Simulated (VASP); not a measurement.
# Hg (Fm-3m) in VASP: notebook

The runs below take Hg through single point, relaxation of cell and atoms, with LDA.

Program: VASP 6.6.1. These are calculated values, not measurements. Logs are shortened: lines on timing, memory, paths and dates and some standing lists are left out, and cuts for length are marked.

## (1) The cell of the first run

It takes space group Fm-3m (No. 225, cubic). Conventional cell: a = 4.443 Å, b = 4.443 Å, c = 4.443 Å, α = 90.00°, β = 90.00°, γ = 90.00°. Within 4.1 Å of Hg (site symmetry m-3m) lie 12 Hg at 3.14 Å.

## (2) Single point, LDA

Contents of INCAR:

```
SYSTEM = Hg
ALGO = Normal
EDIFF = 1E-6
ENCUT = 520
GGA = CA
ISIF = 2
ISMEAR = -1
LASPH = .True.
LCHARG = .False.
LREAL = .False.
LWAVE = .False.
NBANDS = 12
NELM = 80
PREC = Accurate
SIGMA = 0.05
```

Contents of KPOINTS:

```
k-points
0
Gamma
  16 16 16
  0 0 0
```

Contents of POSCAR:

```
Hg
1.0
    0.0000000000      2.2217193044      2.2217193044
    2.2217193044      0.0000000000      2.2217193044
    2.2217193044      2.2217193044      0.0000000000
Hg
1
Direct
    0.0000000000      0.0000000000      0.0000000000
```

Potentials or basis: VASP PAW LDA potentials, release 64 (Hg).

On the command line:

```bash
> cat potpaw_LDA.64/Hg/POTCAR > POTCAR
> mpirun -np 1 vasp_std > vasp.out
```

OUTCAR:

```text
SYSTEM = Hg
   EDIFF = 1E-6
   ENCUT = 520
   GGA = CA
   ISIF = 2
   ISMEAR = -1
   LASPH = .True.
   LREAL = .False.
   NELM = 80
   PREC = Accurate

 ion  position               nearest neighbor table
   1  0.000  0.000  0.000-

  LATTYP: Found a face centered cubic cell.
 ALAT       =     4.4434386088

  Lattice vectors:

 A1 = (   0.0000000000,   2.2217193044,   2.2217193044)
 A2 = (   2.2217193044,   0.0000000000,   2.2217193044)
 A3 = (   2.2217193044,   2.2217193044,   0.0000000000)

Analysis of symmetry for initial positions (statically):
=====================================================================
 Subroutine PRICEL returns:
 Original cell was already a primitive cell.

 Routine SETGRP: Setting up the symmetry group for a
 face centered cubic supercell.

 Subroutine GETGRP returns: Found 48 space group operations
 (whereof 48 operations were pure point group operations)
 out of a pool of 48 trial point group operations.

The static configuration has the point symmetry O_h .

Analysis of symmetry for dynamics (positions and initial velocities):
=====================================================================
 Subroutine PRICEL returns:
 Original cell was already a primitive cell.

 Routine SETGRP: Setting up the symmetry group for a
 face centered cubic supercell.

 Subroutine GETGRP returns: Found 48 space group operations
 (whereof 48 operations were pure point group operations)
 out of a pool of 48 trial point group operations.

The dynamic configuration has the point symmetry O_h .

 Subroutine INISYM returns: Found 48 space group operations
 (whereof 48 operations are pure point group operations),
 and found     1 'primitive' translations

----------------------------------------------------------------------------------------

                                     Primitive cell

  volume of cell :      21.9330

  direct lattice vectors                    reciprocal lattice vectors
     0.000000000  2.221719304  2.221719304    -0.225050932  0.225050932  0.225050932
     2.221719304  0.000000000  2.221719304     0.225050932 -0.225050932  0.225050932
     2.221719304  2.221719304  0.000000000     0.225050932  0.225050932 -0.225050932

  length of vectors
     3.141985572  3.141985572  3.141985572     0.389799648  0.389799648  0.389799648

  position of ions in fractional coordinates (direct lattice)
     0.000000000  0.000000000  0.000000000

  ion indices of the primitive-cell ions
   primitive index   ion index
                 1           1

----------------------------------------------------------------------------------------

 KPOINTS: k-points

Automatic generation of k-mesh.
 Grid dimensions read from file:
 generate k-points for:   16   16   16

 Generating k-lattice:

  Cartesian coordinates                     Fractional coordinates (reciprocal lattice)
    -0.014065683  0.014065683  0.014065683     0.062500000  0.000000000  0.000000000
     0.014065683 -0.014065683  0.014065683     0.000000000  0.062500000  0.000000000
     0.014065683  0.014065683 -0.014065683     0.000000000  0.000000000  0.062500000

  Length of vectors
     0.024362478  0.024362478  0.024362478

  Shift w.r.t. Gamma in fractional coordinates (k-lattice)
     0.000000000  0.000000000  0.000000000

 Subroutine IBZKPT returns following result:
 ===========================================

 Found    145 irreducible k-points:

 Following reciprocal coordinates:
            Coordinates               Weight
  0.000000  0.000000  0.000000      1.000000
  0.062500  0.000000  0.000000      8.000000
  0.125000  0.000000  0.000000      8.000000
  0.187500  0.000000  0.000000      8.000000
  0.250000  0.000000  0.000000      8.000000
  0.312500  0.000000  0.000000      8.000000
[... 16 lines left out ...]
 -0.125000  0.062500  0.000000     24.000000
 -0.062500  0.062500  0.000000     12.000000
 [... further k-points ...]
   k-points           NKPTS =    145   k-points in BZ     NKDIM =    145   number of bands    NBANDS=     12
   number of dos      NEDOS =    301   number of ions     NIONS =      1
   total plane-waves  NPLWV =  13824
   dimension x,y,z NGX =    24 NGY =   24 NGZ =   24
   dimension x,y,z NGXF=    48 NGYF=   48 NGZF=   48
   ions per type =               1
   NGX,Y,Z   is equivalent  to a cutoff of  12.70, 12.70, 12.70 a.u.
   NGXF,Y,Z  is equivalent  to a cutoff of  25.40, 25.40, 25.40 a.u.
 SYSTEM =  Hg
   PREC   = accura    normal or accurate (medium, high low for compatibility)
   ISTART =      0    job   : 0-new  1-cont  2-samecut
   ICHARG =      2    charge: 1-file 2-atom 10-const
   ISPIN  =      1    spin polarized calculation?
   LNONCOLLINEAR =      F non collinear calculations
   LSORBIT =      F    spin-orbit coupling
   LASPH  =      T    aspherical Exc in radial PAW
   ENCUT  =  520.0 eV  38.22 Ry    6.18 a.u.   5.84  5.84  5.84*2*pi/ulx,y,z
   NELM   =     80;   NELMIN=  2; NELMDL= -5     # of ELM steps
   EDIFF  = 0.1E-05   stopping-criterion for ELM
   LREAL  =      F    real-space projection
   EDIFFG = 0.1E-04   stopping-criterion for IOM
   NSW    =      0    number of steps for IOM
   IBRION =     -1    ionic relax: 0-MD 1-quasi-New 2-CG
   NFREE  =      0    steps in history (QN), initial steepest desc. (CG)
   ISIF   =      2    stress and relaxation
   ISYM   =      2    0-nonsym 1-usesym 2-fastsym
   POTIM  = 0.5000    time-step for ionic-motion
   TEBEG  =    0.0;   TEEND  =   0.0 temperature during run
   PSTRESS=    0.0 pullay stress
   NELECT =      12.0000    total number of electrons
   NUPDOWN=      -1.0000    fix difference up-down
   EMIN   =  10.00;   EMAX   =-10.00  energy-range for DOS
   EFERMI =   0.00;   METHOD = LEGACY
   ISMEAR =    -1;   SIGMA  =   0.05  broadening in eV -4-tet -1-fermi 0-gaus
   EFERMI_NEDOS =   21; number of points for ismear=-14 and -15
   IALGO  =     38    algorithm
   IMIX   =      4    mixing-type and parameters
     AMIX     =   0.40;   BMIX     =  1.00
     AMIX_MAG =   1.60;   BMIX_MAG =  1.00
  volume/ion in A,a.u.               =      21.93       148.01
  Fermi-wavevector in a.u.,A,eV,Ry     =   1.338966  2.530278 24.392915  1.792829
  Thomas-Fermi vector in A             =   2.467394
   LORBIT       =      0    0 simple, 1 ext, 2 COOP (PROOUT), +10 PAW based schemes
   GGA     = CA    functional components
   LHFCALC =     F    Hartree Fock is set to
   AEXX    =    0.0000 exact exchange contribution
   IVDW    =     0    specifies the selected vdW correction
   LEPSILON=     F    determine dielectric tensor
   LRPA    =     F    only Hartree local field effects (RPA)
 non-spin polarized calculation
  energy-cutoff  :      520.00
  volume of cell :       21.93
 maximum number of plane-waves:       609
   NGX = 11   NGY = 11   NGZ = 11

 number of electron      11.9999999 magnetization

 Free energy of the ion-electron system (eV)
  ---------------------------------------------------
  ext. energy  EPLUGINS =         0.00000000
  ---------------------------------------------------
  free energy    TOTEN  =        -0.94262350 eV

  energy without entropy =       -0.93967911  energy(sigma->0) =       -0.94115131

 E-fermi :   3.0753     XC(G=0): -11.5897

 val. band max:        3.0678291690   @ k =  -0.3750   0.4375   0.1250
 cond. band min:       3.1208101213   @ k =  -0.3750   0.2500   0.1250
 fundamental gap:      0.0529809524
 Fermi energy:         3.0752654506

 k-point     1 :       0.0000    0.0000    0.0000
  band No.  band energies     occupation
      1      -6.5860      2.00000
      2      -4.1170      2.00000
      3      -4.1170      2.00000
      4      -4.1170      2.00000
      5      -3.3620      2.00000
      6      -3.3620      2.00000
      7      16.8361      0.00000
      8      18.4464      0.00000
      9      18.4464      0.00000
     10      18.4464      0.00000
     11      22.6920      0.00000
     12      24.0911      0.00000

 k-point     2 :       0.0625    0.0000    0.0000
  band No.  band energies     occupation
      1      -6.4794      2.00000
      2      -4.1324      2.00000
      3      -4.0907      2.00000
      4      -4.0907      2.00000
      5      -3.3697      2.00000
      6      -3.3697      2.00000
      7      16.7175      0.00000
      8      17.4746      0.00000
      9      18.4178      0.00000
     10      18.4178      0.00000
     11      22.8231      0.00000
     12      24.0163      0.00000

 k-point     3 :       0.1250    0.0000    0.0000
  band No.  band energies     occupation
      1      -6.1738      2.00000
      2      -4.1591      2.00000
      3      -4.0258      2.00000
      4      -4.0258      2.00000
      5      -3.3802      2.00000
      6      -3.3802      2.00000
      7      14.8998      0.00000
      8      17.2329      0.00000
      9      18.3064      0.00000
     10      18.3064      0.00000
     11      22.1198      0.00000
     12      23.6468      0.00000

 k-point     4 :       0.1875    0.0000    0.0000
  band No.  band energies     occupation
      1      -5.7371      2.00000
      2      -4.1155      2.00000
      3      -3.9660      2.00000
      4      -3.9660      2.00000
      5      -3.3526      2.00000
      6      -3.3526      2.00000
      7      12.4866      0.00000
      8      17.2992      0.00000
      9      18.0543      0.00000
     10      18.0543      0.00000
     11      21.5131      0.00000
     12      23.0406      0.00000

 k-point     5 :       0.2500    0.0000    0.0000
  band No.  band energies     occupation
      1      -5.3666      2.00000
      2      -3.9607      2.00000
      3      -3.9607      2.00000
      4      -3.7864      2.00000
      5      -3.2450      2.00000
      6      -3.2450      2.00000
      7      10.0463      0.00000
      8      17.1414      0.00000
      9      17.6305      0.00000
     10      17.6305      0.00000
     11      21.3844      0.00000
     12      22.5097      0.00000

 k-point     6 :       0.3125    0.0000    0.0000
  band No.  band energies     occupation
      1      -5.2426      2.00000
      2      -4.0044      2.00000
      3      -4.0044      2.00000
      4      -3.0770      2.00000
      5      -3.0770      2.00000
      6      -2.9743      2.00000
      7       7.6786      0.00000
      8      16.7901      0.00000
      9      17.0958      0.00000
     10      17.0958      0.00000
     11      21.6370      0.00000
     12      22.1703      0.00000

 k-point     7 :       0.3750    0.0000    0.0000
  band No.  band energies     occupation
      1      -5.2563      2.00000
      2      -4.0605      2.00000
      3      -4.0605      2.00000
      4      -2.9060      2.00000
      5      -2.9060      2.00000
      6      -1.7764      2.00000
      7       5.4349      0.00000
      8      16.4260      0.00000
      9      16.5824      0.00000
     10      16.5824      0.00000
     11      21.9899      0.00000
     12      21.9900      0.00000

 k-point     8 :       0.4375    0.0000    0.0000
  band No.  band energies     occupation
      1      -5.2928      2.00000
      2      -4.1030      2.00000
      3      -4.1030      2.00000
      4      -2.7814      2.00000
      5      -2.7814      2.00000
      6      -0.3074      2.00000
      7       3.3529      0.00773
      8      16.1725      0.00000
      9      16.2189      0.00000
     10      16.2189      0.00000
     11      21.9078      0.00000
     12      21.9078      0.00000
[... 166 lines left out ...]
 k-point    20 :      -0.3125    0.0625    0.0000
  band No.  band energies     occupation
      1      -5.1688      2.00000
      2      -4.0380      2.00000
      3      -3.9900      2.00000
      4      -3.2046      2.00000
      5      -3.1207      2.00000
      6      -2.3007      2.00000
      7       6.9904      0.00000
      8      15.1039      0.00000
      9      16.9919      0.00000
     10      17.5798      0.00000
     11      21.3480      0.00000
     12      21.8445      0.00000

 k-point    21 :      -0.2500    0.0625    0.0000
  band No.  band energies     occupation
      1      -5.2168      2.00000
      2      -4.0094      2.00000
      3      -3.9350      2.00000
      4      -3.6923      2.00000
      5      -3.3121      2.00000
      6      -2.9179      2.00000
      7       9.3122      0.00000
      8      15.3695      0.00000
      9      17.6068      0.00000
     10      18.4963      0.00000
     11      20.8272      0.00000
     12      21.8353      0.00000

 k-point    22 :      -0.1875    0.0625    0.0000
  band No.  band energies     occupation
      1      -5.5035      2.00000
      2      -4.1564      2.00000
      3      -3.9217      2.00000
      4      -3.8989      2.00000
      5      -3.4393      2.00000
      6      -3.1757      2.00000
      7      11.7264      0.00000
      8      15.7052      0.00000
      9      18.0891      0.00000
     10      19.1534      0.00000
     11      20.6069      0.00000
     12      22.1597      0.00000

 k-point    23 :      -0.1250    0.0625    0.0000
  band No.  band energies     occupation
      1      -5.9467      2.00000
      2      -4.2074      2.00000
      3      -3.9807      2.00000
      4      -3.9525      2.00000
      5      -3.4570      2.00000
      6      -3.2968      2.00000
      7      14.1548      0.00000
      8      16.0694      0.00000
      9      18.0889      0.00000
     10      19.2313      0.00000
     11      21.1515      0.00000
     12      23.0634      0.00000

 k-point    24 :      -0.0625    0.0625    0.0000
  band No.  band energies     occupation
      1      -6.3052      2.00000
      2      -4.1685      2.00000
      3      -4.0557      2.00000
      4      -4.0306      2.00000
      5      -3.4151      2.00000
      6      -3.3430      2.00000
      7      16.3656      0.00000
      8      16.4488      0.00000
      9      17.9307      0.00000
     10      18.8976      0.00000
     11      22.1901      0.00000
     12      24.0827      0.00000

 [... further k-points ...]
[... 5 lines left out ...]
  --------------------------------------------------------------------------------------
  -------------------------------------------------------------------------------------
  Total        0.0846963      0.0846963      0.0846963      0.0000000     -0.0000000      0.0000000
  in kB        6.1869618      6.1869618      6.1869618      0.0000000     -0.0000000      0.0000000
  external PRESSURE =       6.1869618 kB  Pullay stress =       0.0000000 kB

 VOLUME and BASIS-vectors are now :
 -----------------------------------------------------------------------------
  energy-cutoff  :      520.00
  volume of cell :       21.93
      direct lattice vectors                 reciprocal lattice vectors
     0.000000000  2.221719304  2.221719304    -0.225050932  0.225050932  0.225050932
     2.221719304  0.000000000  2.221719304     0.225050932 -0.225050932  0.225050932
     2.221719304  2.221719304  0.000000000     0.225050932  0.225050932 -0.225050932

 POSITION                                       TOTAL-FORCE (eV/Angst)
 -----------------------------------------------------------------------------------
      0.00000      0.00000      0.00000         0.000000      0.000000      0.000000
 -----------------------------------------------------------------------------------
    total drift:                               -0.000000     -0.000000     -0.000000

  FREE ENERGIE OF THE ION-ELECTRON SYSTEM (eV)
  ---------------------------------------------------
  free  energy   TOTEN  =        -0.9426235050 eV

  energy  without entropy=       -0.9396791069  energy(sigma->0) =       -0.94115131
```

It took 9.6 s on 1 thread of Intel Xeon 6975P-C (Granite Rapids), shared host; peak memory 0.15 GiB.

What came out:

```yaml
Free_energy: -0.9426 eV
Pressure: 0.6 GPa
Band_gap_on_the_k_mesh: zero (bands 6 and 7 overlap by 2.06 eV)
```

Caveat: spin-orbit coupling is left out, which moves the levels of the heavy elements.

[end of part 1 of 2]
